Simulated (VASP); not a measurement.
Crystal: Be7S.

```xyz
8
Lattice="4.2862 0.0000 0.0000 -2.1431 3.7120 0.0000 0.0000 0.0000 4.5894" Properties=species:S:1:pos:R:3 pbc="T T T"
Be   -0.7801    2.9251    2.2947
Be    0.0000    1.5738    2.2947
Be    0.7801    2.9251    2.2947
Be    2.9232    0.7869    2.2947
Be    2.1431    2.1381    2.2947
Be    1.3630    0.7869    2.2947
Be    0.0000    0.0000    2.2947
S     0.0000    0.0000    0.0000
```

The cell was generated, and may not be a known phase.

```yaml
Program: VASP 6.6.1
Task: relaxation of cell and atoms
Functional: PBE
Potentials_or_basis: VASP PAW PBE potentials, release 64 (Be, S)
Cutoff: 600 eV
k_mesh: 4 × 4 × 4
Occupations: gaussian, width 0.2 eV
Spin: no spin polarisation
```

At the start: pressure 105.6 GPa; volume 9.13 Å³/atom.

**Question.** How do energy, volume and symmetry change on relaxing?

**Answer.** Over 9 steps the energy falls by 2356.7 meV/atom and the volume is 15.28 Å³/atom (+67.4 %); space group P6/mmm (No. 191, to 0.1 Å) before and after.

The path:
```
step  energy change (eV)  largest force (eV/Å)  pressure (GPa)  volume (Å³)
   1              0.0000                0.2582          105.56        73.02
   2            -17.9441                0.2920           -7.93       148.81
   3            -18.7068                0.3453            2.00       122.91
   4            -18.7791                0.3258           -1.54       129.41
   5            -18.7830                0.3287           -0.92       128.14
   6            -18.8222                0.0389           -0.76       126.62
   7            -18.8314                0.1754           -0.60       125.49
   8            -18.8482                0.0713           -0.30       123.74
   9            -18.8535                0.0196           -0.01       122.23
```

Final structure:
```
Be S
1.0
     5.74965    0.00000    0.00000
    -2.87483    4.97934    0.00000
     0.00000    0.00000    4.26930
Be S
7 1
Direct
  0.21259 0.78741 0.50000
  0.21259 0.42518 0.50000
  0.57482 0.78741 0.50000
  0.78741 0.21259 0.50000
  0.78741 0.57482 0.50000
  0.42518 0.21259 0.50000
  0.00000 0.00000 0.50000
  0.00000 0.00000 0.00000
```

Caveat: the k points lie up to 0.37 Å⁻¹ apart in the final cell, too coarse for converged energies and pressures of a metal; the volume moved by over 15 % at a fixed basis, so the end points are rough.
